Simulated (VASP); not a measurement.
Input of a VASP 6.6.1 run:

INCAR

```
SYSTEM = Au
PREC     = Accurate       ! precision mode
ENCUT    = 520            ! plane-wave cutoff, eV
EDIFF    = 1E-6           ! SCF threshold, eV
ISMEAR   = -1             ! smearing method
SIGMA    = 0.05           ! smearing width, eV
LREAL    = .FALSE.        ! projectors in reciprocal space
LASPH    = .TRUE.         ! aspherical terms in the spheres
NELM     = 60             ! most SCF steps
ALGO     = Normal         ! electronic algorithm
ISIF     = 2              ! what is computed and relaxed
LWAVE    = .FALSE.        ! write WAVECAR
LCHARG   = .FALSE.        ! write CHGCAR
GGA      = PE             ! functional
IVDW     = 13             ! dispersion correction
NBANDS   = 12             ! bands
```

File KPOINTS:

```
regular mesh
0
G
  10 10 10
  0 0 0
```

File POSCAR:

```
Au
1.0
    2.7157063629      0.0000000000      0.0000000000
    0.0000000000      2.7157063629      0.0000000000
    0.0000000000      0.0000000000      2.7157063629
Au
1
Direct
    0.5000000000      0.5000000000      0.5000000000
```

Potentials or basis: VASP PAW PBE potentials, release 64 (Au).

Run with:

```bash
$ cat potpaw_PBE.64/Au/POTCAR > POTCAR
$ mpirun -np 1 vasp_std > vasp.out
```

Question: What does it give for the pressure?

Answer: -0.2 GPa.

Question: Predict the dispersion energy per atom.

Answer: -0.592 eV.

Caveat: pairwise dispersion overbinds metals, which lowers pressure and volume.
